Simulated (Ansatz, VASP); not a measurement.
Two plane-wave programs on Ta

```
Ta
1.0
    -1.62767    1.62767    1.62767
     1.62767   -1.62767    1.62767
     1.62767    1.62767   -1.62767
Ta
1
Direct
  0.00000 0.00000 0.00000
```

Alike in both runs: task single point; functional LDA; k mesh 14 × 14 × 14; occupations methfessel-paxton of order 1, width 0.03 eV; no spin polarisation.

|  | VASP | Ansatz |
| --- | --- | --- |
| version | VASP 6.6.1 | Ansatz 0.2.0 |
| potentials or method | VASP PAW LDA potentials, release 64 (Ta_pv), cutoff 520 eV | plane waves (420 eV) with PAW, scalar-relativistic |
| valence electrons in the cell | 11 | 13 |

VASP gave:

| Property | Result |
| --- | --- |
| pressure (GPa) | 0.8 |

Task: What did Ansatz give for the same quantities?

Result: Pressure (GPa): -0.1.

Ansatz warns that its potentials were made for another functional, while VASP's fit it. LDA's correlation is that of Perdew and Zunger in VASP and of Perdew and Wang (1992) in Ansatz. VASP's potentials hold 11 valence electrons a cell and Ansatz's 13, so a difference there can come from the potentials and not from the codes.

Neither program's run includes spin-orbit coupling.
